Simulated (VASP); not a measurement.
The system is Zr.

```
CELL_PARAMETERS angstrom
3.23200 0.00000 0.00000
-1.61600 2.79899 0.00000
0.00000 0.00000 5.14700
ATOMIC_POSITIONS crystal
Zr 0.66667 0.33333 0.75000
Zr 0.33333 0.66667 0.25000
```

| Property | Result |
| --- | --- |
| Program | VASP 6.6.1 |
| Task | relaxation of cell and atoms |
| Functional | BLYP |
| Potentials or basis | VASP PAW PBE potentials, release 64 (Zr_sv) |
| Cutoff | 600 eV |
| k mesh | 9 × 9 × 5 |
| Occupations | fermi-dirac, width 0.05 eV |
| Spin | no spin polarisation |

At the start: pressure 3.7 GPa; volume 23.28 Å³/atom.

Problem. How do energy, volume and symmetry change on relaxing?

Solution. Over 6 steps the energy falls by 10.8 meV/atom and the volume is 24.19 Å³/atom (+3.9 %); space group P6_3/mmc (No. 194, to 0.05 Å).

Step by step:
```csv
step,energy change (eV),largest force (eV/Å),pressure (GPa),volume (Å³)
1,0.0000,0.0000,3.72,46.56
2,-0.0021,0.0000,-3.22,50.30
3,-0.0214,0.0000,-0.06,48.44
4,-0.0214,0.0000,0.01,48.40
5,-0.0216,0.0000,0.02,48.39
6,-0.0217,0.0000,0.03,48.38
```

Final structure:
```
Zr
1.0
     3.26414    0.00000    0.00000
    -1.63207    2.82683    0.00000
     0.00000    0.00000    5.24273
Zr
2
Direct
  0.66667 0.33333 0.75000
  0.33333 0.66667 0.25000
```

Caveat: the PAW data sets were made with another functional, which shifts forces and pressure a little.
